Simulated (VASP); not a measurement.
Set up this calculation in VASP 6.6.1, as the native input.

* Task: electric field gradients
* Functional: PBE
* Potentials or basis: VASP PAW PBE potentials, release 64 (Cd, Hg)
* Cutoff: 520 eV
* k mesh: 16 × 16 × 8
* Occupations: fermi-dirac, width 0.15 eV
* Spin: no spin polarisation
* Dipole correction: no
* Further INCAR settings: ALGO = Fast; EDIFF = 1e-08; NBANDS = 19

The structure of CdHg lies in POSCAR:

```
CdHg
1.0
    1.4890106882     -2.9052459056      0.0000000000
    1.4890106882      2.9052459056      0.0000000000
    0.0000000000      0.0000000000      5.7280920738
Cd Hg
1 1
Direct
    0.0000000000      0.0000000000      0.0000000000
    0.5000000000      0.5000000000      0.5000000000
```

One way to write it, as run:

INCAR

```
  PREC = Accurate
  ENCUT = 520
  EDIFF = 1E-8
  ISMEAR = -1
  SIGMA = 0.15
  LREAL = F
  LASPH = T
  NELM = 60
  ALGO = Fast
  ISIF = 2
  LWAVE = F
  LCHARG = F
  GGA = PE
  LEFG = T
  NBANDS = 19
```

KPOINTS

```
Automatic mesh
0
Gamma
  16 16 8
```

Potentials or basis: VASP PAW PBE potentials, release 64 (Cd, Hg).

Command:

```bash
$ cat potpaw_PBE.64/Cd/POTCAR potpaw_PBE.64/Hg/POTCAR > POTCAR
$ mpirun -np 1 vasp_std > vasp.out
```

It gave:

- Pressure: 0.2 GPa
- Band gap on the k mesh: zero (bands 12 and 13 overlap by 3.11 eV)
- Largest electric field gradient by atom: Cd -71.7; Hg -150.4 V/Å²

Caveat: without QUAD_EFG the Cq values of the log hold for a quadrupole moment of 1 mb, not for the nuclei; spin-orbit coupling is left out, which moves the levels of the heavy elements.

It took 6.7 min on 1 thread of Intel Xeon 8259CL (shared host), peak memory 0.46 GiB.
